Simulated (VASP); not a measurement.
A run of VASP 6.6.1 is set up as follows.

Contents of INCAR:

```
PREC     = Accurate       # precision mode
ENCUT    = 520            # plane-wave cutoff, eV
EDIFF    = 1E-6           # SCF threshold, eV
ISMEAR   = 0              # smearing method
SIGMA    = 0.1            # smearing width, eV
LREAL    = False          # projectors in reciprocal space
LASPH    = True           # aspherical terms in the spheres
NELM     = 150            # most SCF steps
ALGO     = Normal         # electronic algorithm
ISIF     = 2              # what is computed and relaxed
LWAVE    = False          # write WAVECAR
LCHARG   = False          # write CHGCAR
ISPIN    = 2              # spin polarisation
MAGMOM   = 0.43 0 0       # initial moments
LORBIT   = 11             # projections on sites
LMAXMIX  = 4              # l up to which the mixer works
GGA      = PE             # functional
NBANDS   = 23             # bands
```

KPOINTS

```
Automatic mesh
0
Gamma
  6 6 6
```

File POSCAR:

```
VSbS
1.0
    4.1950106338      0.0000000000      0.0000000000
   -2.0975053169      3.6329857780      0.0000000000
    0.0000000000      0.0000000000      3.5126210405
V Sb S
1 1 1
Direct
    0.6666666667      0.3333333333      0.5000000000
    0.3333333333      0.6666666667      0.0000000000
    0.0000000000      0.0000000000      0.5000000000
```

Potentials or basis: VASP PAW PBE potentials, release 64 (V_sv, Sb, S).

Launch:

```sh
$ cat potpaw_PBE.64/V_sv/POTCAR potpaw_PBE.64/Sb/POTCAR potpaw_PBE.64/S/POTCAR > POTCAR
$ mpirun -np 1 vasp_std > vasp.out
```

Problem. Estimate the band gap on the k mesh.

Solution. Zero (filled and empty bands overlap).

Problem. Estimate the net moment.

Solution. 0.00 μB per cell.

Problem. Predict the pressure.

Solution. -0.3 GPa.

Stress tensor (GPa, compression positive):
```
-0.33  0.00  0.00
 0.00 -0.33  0.00
 0.00  0.00 -0.20
```

Caveat: spin-orbit coupling is left out, which moves the levels of the heavy elements. With open d or f shells a metallic result of PBE can be an artefact of self-interaction; +U or a hybrid may open a gap.
